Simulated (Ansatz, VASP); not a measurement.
# Two plane-wave programs on Si

Contents of INCAR:

```
SYSTEM = Si
ALGO = Normal
EDIFF = 1E-8
ENCUT = 520
GGA = PE
ISIF = 2
ISMEAR = -1
LASPH = .True.
LCHARG = .False.
LEFG = .True.
LREAL = .False.
LWAVE = .False.
NBANDS = 11
NELM = 60
PREC = Accurate
SIGMA = 0.05
```

File KPOINTS:

```
k-points
0
Gamma
  16 16 16
  0 0 0
```

The input POSCAR:

```
Si
1.0
   -2.2205773517      2.3364893192      1.2577681579
    2.2205773517     -2.3364893192      1.2577681579
    2.2205773517      2.3364893192     -1.2577681579
Si
2
Direct
    0.8070000000      0.5570000000      0.2500000000
    0.1930000000      0.4430000000      0.7500000000
```

Input for Ansatz:

```yaml
crystal:
  lattice:
    - [-2.2205773517, 2.3364893192, 1.2577681579]
    - [2.2205773517, -2.3364893192, 1.2577681579]
    - [2.2205773517, 2.3364893192, -1.2577681579]
  atoms:
    - { symbol: Si, position: [0.807, 0.557, 0.25] }
    - { symbol: Si, position: [0.193, 0.443, 0.75] }
kpoints:
  mp_grid: { grid: [16, 16, 16] }
scf:
  occupations: { method: fermi_dirac, width: 0.05 }
hamiltonian:
  xc: pbe
  pseudopotentials: { kind: paw }
output:
  forces: true
  stress: true
  eigenvalues: true
  efg: { contact_densities: true }
  write_density: true
  write_potential: true
  elf: true
  volumetric_format: npy
```

Change from the starting cell: volume scaled by 0.96, PAW files.

Alike in both runs: task electric field gradients; functional PBE; k mesh 16 × 16 × 16; occupations fermi-dirac, width 0.05 eV; no spin polarisation.

|  | VASP | Ansatz |
| --- | --- | --- |
| version | VASP 6.6.1 | Ansatz 0.2.0 |
| potentials or method | VASP PAW PBE potentials, release 64 (Si) | PAW with Ansatz's default frozen-core files, scalar-relativistic |
| plane-wave cutoff (eV) | 520 | 420 |
| valence electrons in the cell | 8 | 8 |

Ansatz gave:

* pressure (GPa): 23.5
* traceless stress, the component that is largest in VASP (GPa): 2.52
* rms of the force components (eV/Å): 0.026
* size of Vzz on the site where it differs most (V/Å²): 26.9

Question: What did VASP give for the same quantities?

Answer: Pressure (GPa): 23.3; traceless stress, the component that is largest in VASP (GPa): 2.51; rms of the force components (eV/Å): 0.024; size of Vzz on the site where it differs most (V/Å²): 27.3.

Atom by atom the forces differ by 0.002 eV/Å (rms over components).
